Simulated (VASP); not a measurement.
# SrO (Fm-3m) in VASP: settings compared, part 2 of 2

VASP 6.6.1.

### Step 6. Relaxation of the atoms, r2SCAN

This run uses another cell than the first one, of 16.15 Å³/atom.

Contents of POSCAR:

```
SrO
1.0
    0.0000000000      2.5278562600      2.5278562600
    2.5278562600      0.0000000000      2.5278562600
    2.5278562600      2.5278562600      0.0000000000
Sr O
1 1
Direct
    0.5000000000      0.5000000000      0.5000000000
    0.0000000000      0.0000000000      0.0000000000
```

Contents of INCAR.step1:

```
PREC = Accurate ; ENCUT = 520
ISMEAR = -1 ; SIGMA = 0.02
LREAL = False ; LASPH = True
NELM = 100 ; GGA = PE
ALGO = Normal ; EDIFF = 1E-4
LWAVE = True ; LCHARG = False
```

Contents of INCAR.step2:

```
PREC = Accurate ; ENCUT = 520
EDIFF = 1E-7 ; ISMEAR = -1
SIGMA = 0.02 ; LREAL = False
LASPH = True ; NELM = 100
ALGO = Normal ; ISIF = 2
LWAVE = False ; LCHARG = False
METAGGA = R2SCAN ; LMIXTAU = True
IBRION = 2 ; NSW = 50
EDIFFG = -0.01 ; ISTART = 1
```

Contents of KPOINTS:

```
Automatic mesh
0
Gamma
  10 10 10
```

Potentials or basis: VASP PAW PBE potentials, release 64 (Sr_sv, O).

Started as:

```console
> cat potpaw_PBE.64/Sr_sv/POTCAR potpaw_PBE.64/O/POTCAR > POTCAR
> cp INCAR.step1 INCAR
> mpirun -np 1 vasp_std > vasp.out
> cp INCAR.step2 INCAR
> mpirun -np 1 vasp_std > vasp.out
```

OUTCAR:

```text
PREC = Accurate
   ENCUT = 520
   EDIFF = 1E-7
   ISMEAR = -1
   LREAL = False
   LASPH = True
   NELM = 100
   ISIF = 2
   METAGGA = R2SCAN
   IBRION = 2
   NSW = 50
   EDIFFG = -0.01
   ISTART = 1

 ion  position               nearest neighbor table
   1  0.500  0.500  0.500-   2 2.53   2 2.53   2 2.53   2 2.53   2 2.53   2 2.53
   2  0.000  0.000  0.000-   1 2.53   1 2.53   1 2.53   1 2.53   1 2.53   1 2.53

  LATTYP: Found a face centered cubic cell.
 ALAT       =     5.0557125200

  Lattice vectors:

 A1 = (   0.0000000000,   2.5278562600,   2.5278562600)
 A2 = (   2.5278562600,   0.0000000000,   2.5278562600)
 A3 = (   2.5278562600,   2.5278562600,   0.0000000000)

Analysis of symmetry for initial positions (statically):
=====================================================================
 Subroutine PRICEL returns:
 Original cell was already a primitive cell.

 Routine SETGRP: Setting up the symmetry group for a
 face centered cubic supercell.

 Subroutine GETGRP returns: Found 48 space group operations
[... 177 lines left out ...]
      4     -12.6734      2.00000
      5     -12.6734      2.00000
      6       1.5861      2.00000
      7       1.5861      2.00000
      8       1.5861      2.00000
      9       6.6396      0.00000
     10       8.4759      0.00000
     11       8.4759      0.00000
     12       8.4759      0.00000
[... 331 lines left out ...]
 k-point    24 :       0.4000    0.3000    0.0000
  band No.  band energies     occupation
      1     -31.5273      2.00000
      2     -15.1580      2.00000
      3     -13.0889      2.00000
      4     -12.9941      2.00000
      5     -12.6479      2.00000
      6       0.5451      2.00000
      7       1.2979      2.00000
      8       1.3703      2.00000
      9       6.0234      0.00000
     10       9.8941      0.00000
     11      12.1104      0.00000
     12      12.2969      0.00000

 [... further k-points ...]

------------------------ aborting loop because EDIFF is reached ----------------------------------------

  FORCE on cell =-STRESS in cart. coord.  units (eV):
  Direction    XX          YY          ZZ          XY          YZ          ZX
  --------------------------------------------------------------------------------------
  -------------------------------------------------------------------------------------
  Total        1.4641932      1.4641932      1.4641932      0.0000000      0.0000000     -0.0000000
  in kB       72.6142471     72.6142471     72.6142471      0.0000000      0.0000000     -0.0000000
  external PRESSURE =      72.6142471 kB  Pullay stress =       0.0000000 kB

 VOLUME and BASIS-vectors are now :
 -----------------------------------------------------------------------------
  energy-cutoff  :      520.00
  volume of cell :       32.31
      direct lattice vectors                 reciprocal lattice vectors
     0.000000000  2.527856260  2.527856260    -0.197796057  0.197796057  0.197796057
     2.527856260  0.000000000  2.527856260     0.197796057 -0.197796057  0.197796057
     2.527856260  2.527856260  0.000000000     0.197796057  0.197796057 -0.197796057

 POSITION                                       TOTAL-FORCE (eV/Angst)
 -----------------------------------------------------------------------------------
      2.52786      2.52786      2.52786         0.000000      0.000000     -0.000000
      0.00000      0.00000      0.00000         0.000000      0.000000      0.000000
 -----------------------------------------------------------------------------------
    total drift:                                0.000000      0.000000      0.000000

  FREE ENERGIE OF THE ION-ELECTRON SYSTEM (eV)
  ---------------------------------------------------
  free  energy   TOTEN  =       -27.0067755154 eV

  energy  without entropy=      -27.0067755154  energy(sigma->0) =      -27.00677552

 reached required accuracy - stopping structural energy minimisation
```

OSZICAR.step1:

```text
N       E                     dE             d eps       ncg     rms          rms(c)
DAV:   1     0.691754935830E+02    0.69175E+02   -0.80876E+03  1128   0.125E+03
DAV:   2    -0.107126867347E+02   -0.79888E+02   -0.73550E+02  1540   0.249E+02
DAV:   3    -0.140911127671E+02   -0.33784E+01   -0.33597E+01  1600   0.475E+01
DAV:   4    -0.141951716478E+02   -0.10406E+00   -0.10403E+00  1492   0.539E+00
DAV:   5    -0.141963439651E+02   -0.11723E-02   -0.11723E-02  1484   0.539E-01    0.182E+01
DAV:   6    -0.120786441530E+02    0.21177E+01   -0.10284E+01  1284   0.249E+01    0.218E+01
DAV:   7    -0.119833036512E+02    0.95341E-01   -0.52303E-01  1416   0.660E+00    0.127E+01
DAV:   8    -0.119754463376E+02    0.78573E-02   -0.12989E-01  1224   0.402E+00    0.883E-01
DAV:   9    -0.119757672364E+02   -0.32090E-03   -0.13591E-02  1520   0.100E+00    0.202E-01
DAV:  10    -0.119763670262E+02   -0.59979E-03   -0.11654E-03  1196   0.355E-01    0.431E-02
DAV:  11    -0.119764683079E+02   -0.10128E-03   -0.17392E-04  1284   0.117E-01    0.465E-02
DAV:  12    -0.119764756840E+02   -0.73761E-05   -0.17648E-05   636   0.464E-02
   1 F= -.11976476E+02 E0= -.11976476E+02  d E =-.714664E-13
```

Wall time 2 min (1 thread of Intel Xeon 8259CL, shared host); peak memory 0.18 GiB.

Results:

* Free energy: -27.0068 eV
* Pressure after relaxing: 7.3 GPa
* Band gap on the k mesh: 3.71 eV (least direct gap 3.76 eV)

Final structure:
```
Sr O
1.0
     0.00000    2.52786    2.52786
     2.52786    0.00000    2.52786
     2.52786    2.52786    0.00000
Sr O
1 1
Direct
  0.50000 0.50000 0.50000
  0.00000 0.00000 0.00000
```

Levels at points of the mesh, in eV from the valence-band top:
```csv
k point,band 5,band 6,band 7,band 8,band 9,band 10,band 11,band 12
"(0.00, 0.00, 0.00)",-14.26,0.00,0.00,0.00,5.05,6.89,6.89,6.89
"(0.50, 0.00, 0.00)",-13.20,-2.21,-1.23,-1.23,7.34,9.51,9.78,9.78
"(0.50, 0.50, 0.00)",-14.68,-0.33,-0.05,-0.05,3.71,8.93,11.26,11.60
```

Caveat: the relaxation stopped at its first step, so nothing moved; the PAW data sets were made with another functional, which shifts forces and pressure a little. A k mesh can miss the band edges.

### Step 7. Overview

```tsv
task	level	potentials or basis	cell	cutoff (eV)	gap on the mesh (eV)	pressure (GPa)	relaxed volume (Å³/atom)
relaxation of cell and atoms	PBE	VASP PAW PBE potentials, release 64 (Sr_sv, O)	relaxed from a = 3.629 Å, angles 60.0°, 2 atoms	600	3.28	0.0	17.62
relaxation of cell and atoms	PBEsol	VASP PAW PBE potentials, release 64 (Sr_sv, O)	relaxed from a = 3.629 Å, angles 60.0°, 2 atoms	600	3.15	0.0	-
relaxation of cell and atoms	LDA	VASP PAW LDA potentials, release 64 (Sr_sv, O)	relaxed from a = 3.629 Å, angles 60.0°, 2 atoms	600	3.07	0.0	16.34
relaxation of cell and atoms	r2SCAN	VASP PAW PBE potentials, release 64 (Sr_sv, O)	relaxed from a = 3.629 Å, angles 60.0°, 2 atoms	600	3.75	0.0	17.25
relaxation of the atoms	r2SCAN	VASP PAW PBE potentials, release 64 (Sr_sv, O)	atoms relaxed from a = 3.575 Å, angles 60.0°, 2 atoms	520	3.71	7.3	-
```

Alike in all rows: no spin polarisation; k mesh 10 × 10 × 10; smearing fermi-dirac 0.02 eV.

Caveats: the PAW data sets were made with another functional, which shifts forces and pressure a little (at least some runs); the relaxation stopped at its first step, so nothing moved (at least some runs).

Absolute energies hang on the potentials; compare differences alone.
